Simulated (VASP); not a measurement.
ZnS, 2 atoms in the cell. It takes space group F-43m (No. 216, cubic). Conventional cell: a = 5.404 Å, b = 5.404 Å, c = 5.404 Å, α = 90.00°, β = 90.00°, γ = 90.00°. Within 3.1 Å of Zn (site symmetry -43m) lie 4 S at 2.34 Å. Within 3.1 Å of S (site symmetry -43m) lie 4 Zn at 2.34 Å. 

```yaml
Program: VASP 6.6.1
Task: relaxation of cell and atoms
Functional: PBEsol
Potentials_or_basis: VASP PAW PBE potentials, release 64 (Zn, S)
Cutoff: 500 eV
k_mesh: 9 × 9 × 9
Occupations: fermi-dirac, width 0.05 eV
Spin: no spin polarisation
Target_pressure: 10 GPa
Dipole_correction: no
Further_INCAR_settings: ALGO = Normal; EDIFF = 1e-07; IBRION = 2; EDIFFG = -0.01; NSW = 60; ISIF = 3
```

Potentials or basis: VASP PAW PBE potentials, release 64 (Zn, S).

Run with:

```sh
$ cat potpaw_PBE.64/Zn/POTCAR potpaw_PBE.64/S/POTCAR > POTCAR
$ mpirun -np 1 vasp_std > vasp.out
```

Hardware: 1 thread of AMD EPYC 7R13, with other jobs on the host.

Task: How long does it take, and how much memory?

Result: Run time: 93 s on 1 thread of AMD EPYC 7R13, on a shared host, peak memory 0.14 GiB. Counts: scf iterations 56, k points 35, ion steps 6.
